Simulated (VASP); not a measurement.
Wanted: the native input for a VASP 6.6.1 run.

* Task: single point
* Functional: PBE
* Potentials or basis: VASP PAW PBE potentials, release 64 (Na_pv, H)
* Cutoff: 520 eV
* k mesh: 10 × 10 × 10
* Occupations: gaussian, width 0.05 eV
* Spin: no spin polarisation
* Dipole correction: no
* Further INCAR settings: ALGO = Normal; EDIFF = 1e-06; NBANDS = 11

The structure of NaH lies in POSCAR:

```
NaH
1.0
    3.0290021000      0.0000000000      0.0000000000
    0.0000000000      3.0290021000      0.0000000000
    0.0000000000      0.0000000000      2.8812459000
Na H
1 1
Direct
    0.0000000000      0.0000000000      0.0000000000
    0.5000000000      0.5000000000      0.5000000000
```

This cell differs from its parent crystal: strain +0.025 along x and y, -0.025 along z.

One way to write it, as run:

INCAR

```
SYSTEM = NaH
PREC     = Accurate       ! precision mode
ENCUT    = 520            ! plane-wave cutoff, eV
EDIFF    = 1E-6           ! SCF threshold, eV
ISMEAR   = 0              ! smearing method
SIGMA    = 0.05           ! smearing width, eV
LREAL    = .False.        ! projectors in reciprocal space
LASPH    = .True.         ! aspherical terms in the spheres
NELM     = 100            ! most SCF steps
ALGO     = Normal         ! electronic algorithm
ISIF     = 2              ! what is computed and relaxed
LWAVE    = .False.        ! write WAVECAR
LCHARG   = .False.        ! write CHGCAR
GGA      = PE             ! functional
NBANDS   = 11             ! bands
```

KPOINTS

```
Automatic mesh
0
Gamma
  10 10 10
  0 0 0
```

Potentials or basis: VASP PAW PBE potentials, release 64 (Na_pv, H).

Launch:

```bash
$ cat potpaw_PBE.64/Na_pv/POTCAR potpaw_PBE.64/H/POTCAR > POTCAR
$ mpirun -np 1 vasp_std > vasp.out
```

It gave:

| Quantity | Value |
| --- | --- |
| Pressure | -0.4 GPa |
| Band gap on the k mesh | 0.86 eV, indirect (least direct gap 4.31 eV) |

Caveat: the cell differs from its parent crystal (strain +0.025 along x and y, -0.025 along z).

Run time: 14 s on 1 thread of Intel(R) Xeon(R) Platinum 8259CL CPU @ 2.50GHz (Skylake/Cascade Lake), with other jobs on the host, peak memory 0.15 GiB.
